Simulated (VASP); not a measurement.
Input of a VASP 6.6.1 run:

Contents of INCAR:

```
ALGO = Normal
EDIFF = 1E-6
ENCUT = 500
GGA = PS
GGA_COMPAT = F
ISIF = 2
ISMEAR = 0
LASPH = T
LCHARG = F
LREAL = F
LWAVE = F
NBANDS = 11
NELM = 120
PREC = Accurate
SIGMA = 0.15
```

Contents of KPOINTS:

```
k-points
0
Gamma
  20 20 20
```

Contents of POSCAR:

```
Hf
1.0
    0.1154012334      2.2791743597      2.2791743597
    2.2791743597      0.1154012334      2.2791743597
    2.2791743597      2.2791743597      0.1154012334
Hf
1
Direct
    0.0000000000      0.0000000000      0.0000000000
```

Potentials or basis: VASP PAW PBE potentials, release 64 (Hf_pv).

The run is started by

```sh
$ cat potpaw_PBE.64/Hf_pv/POTCAR > POTCAR
$ mpirun -np 1 vasp_std > vasp.out
```

(1) Estimate the band gap on the k mesh.

(2) What does it give for the pressure?

Answers

(1) zero (band 5 reaches 5.65 eV, above the bottom of band 6 at 4.16 eV).

(2) -1.7 GPa.

Caveat: the PAW data sets were made with another functional, which shifts forces and pressure a little; spin-orbit coupling is left out, which moves the levels of the heavy elements.
